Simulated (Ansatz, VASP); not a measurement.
Two plane-wave programs on CdS

```
Cd S
1.0
     0.00000    2.93921    2.85104
     2.93921    0.00000    2.85104
     2.93921    2.93921    0.00000
Cd S
1 1
Direct
  0.00000 0.00000 0.00000
  0.25000 0.25000 0.25000
```

Change from the starting cell: uniaxial_z strain -3.0%.

Alike in both runs: task single point; functional PBE; k mesh 8 × 8 × 8; occupations fermi-dirac, width 0.02 eV; no spin polarisation.

|  | VASP | Ansatz |
| --- | --- | --- |
| version | VASP 6.6.1 | Ansatz 0.2.0 |
| potentials or method | VASP PAW PBE potentials, release 64 (Cd, S) | plane waves, PAW |
| plane-wave cutoff (eV) | 500 | 420 |
| valence electrons in the cell | 18 | 26 |

VASP gave:

```
gap on the k mesh at the Fermi level (eV)                     : 1.11
pressure (GPa)                                                : 3.7
traceless stress, the component that is largest in VASP (GPa) : 0.29
```

Which values does Ansatz return?

gap on the k mesh at the Fermi level (eV): 1.10; pressure (GPa): 3.3; traceless stress, the component that is largest in VASP (GPa): 0.30.

VASP's potentials hold 18 valence electrons a cell and Ansatz's 26, so a difference there can come from the potentials and not from the codes.
